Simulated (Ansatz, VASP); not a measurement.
## One calculation of PbO, two programs

```
CELL_PARAMETERS angstrom
3.88863 0.00000 0.00000
0.00000 3.88863 0.00000
0.00000 0.00000 4.85754
ATOMIC_POSITIONS crystal
Pb 0.00000 0.50000 0.24240
Pb 0.50000 0.00000 0.75760
O 0.50000 0.50000 0.00000
O 0.00000 0.00000 0.00000
```

Alike in both runs: task relaxation of cell and atoms; functional PBEsol; k mesh 6 × 6 × 4; occupations gaussian, width 0.1 eV; no spin polarisation.

```csv
,VASP,Ansatz
version,VASP 6.6.1,Ansatz 0.2.0
potentials or method,"VASP PAW PBE potentials, release 64 (Pb_d, O), cutoff 600 eV","scalar-relativistic, plane waves, PAW"
valence electrons in the cell,40,40
```

|  | VASP | Ansatz | Ansatz less VASP |
| --- | --- | --- | --- |
| gap on the k mesh at the Fermi level, each at its own relaxed structure (eV) | 1.15 | 1.17 | +0.028 |
| relaxed volume (Å³/atom) | 19.69 | 19.86 | +0.165 |
| relaxed cell length with the largest relative difference (Å) | 4.919 | 5.009 | +0.0898 |

VASP's potentials were made for PBE, not for PBEsol.

Spin-orbit coupling is off throughout.
